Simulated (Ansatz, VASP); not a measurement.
## Two plane-wave programs on BaTe

The input POSCAR:

```
BaTe
1.0
    4.2448181569      0.0250444271      0.0000000000
    0.0250444271      4.2448181569      0.0000000000
    0.0000000000      0.0000000000      4.2448181569
Ba Te
1 1
Direct
    0.0000000000      0.0000000000      0.0000000000
    0.5000000000      0.5000000000      0.5000000000
```

File INCAR.step1:

```
ALGO = Normal
EDIFF = 1E-5
ENCUT = 520
GGA = PE
ISIF = 2
ISMEAR = 0
LASPH = True
LCHARG = False
LREAL = False
LWAVE = True
NBANDS = 15
NELM = 100
PREC = Accurate
SIGMA = 0.01
```

File INCAR.step2:

```
ALGO = Normal
EDIFF = 1E-6
ENCUT = 520
GGA = PE
HFSCREEN = 0.2079
ISIF = 2
ISMEAR = 0
ISTART = 1
LASPH = True
LCHARG = False
LHFCALC = True
LREAL = False
LWAVE = False
NBANDS = 15
NELM = 100
PREC = Accurate
PRECFOCK = Normal
SIGMA = 0.01
```

Contents of KPOINTS:

```
k-points
0
Gamma
  4 4 4
```

Input for Ansatz:

```yaml
crystal:
  lattice:
    - [4.2448181569, 0.0250444271, 0.0]
    - [0.0250444271, 4.2448181569, 0.0]
    - [0.0, 0.0, 4.2448181569]
  atoms:
    - { symbol: Ba, position: [0.0, 0.0, 0.0] }
    - { symbol: Te, position: [0.5, 0.5, 0.5] }
kpoints:
  mp_grid: { grid: [4, 4, 4] }
  band_path:
    path: [[0.0, 0.0, 0.0], [0.0, 0.5, 0.0], [0.5, 0.5, 0.0], [0.5, 0.5, 0.5]]
    npoints: 1
hamiltonian:
  xc: hse06
scf:
  occupations: { method: fixed }
  n_extra_bands: 4
output:
  forces: true
  stress: true
  eigenvalues: true
```

Change from the starting cell: shear_xy strain +1.2%.

Alike in both runs: task single point; functional HSE06; k mesh 4 × 4 × 4; no spin polarisation.

|  | VASP | Ansatz |
| --- | --- | --- |
| version | VASP 6.6.1 | Ansatz 0.2.0 |
| potentials or method | VASP PAW PBE potentials, release 64 (Ba_sv, Te) | plane waves, PAW |
| plane-wave cutoff (eV) | 520 | 420 |
| occupations | gaussian, width 0.01 eV | fixed |
| valence electrons in the cell | 16 | 26 |

Ansatz gave:

* gap on the k mesh at the Fermi level (eV): 1.51
* pressure (GPa): -0.3
* traceless stress, the component that is largest in VASP (GPa): -0.08

**Question.** Estimate VASP's values.

**Answer.** gap on the k mesh at the Fermi level (eV): 1.44; pressure (GPa): 0.0; traceless stress, the component that is largest in VASP (GPa): -0.09.

VASP's potentials hold 16 valence electrons a cell and Ansatz's 26, so a difference there can come from the potentials and not from the codes. Ansatz's warnings: stress exchange threshold loose, stress scf threshold loose.

Neither program's run includes spin-orbit coupling.
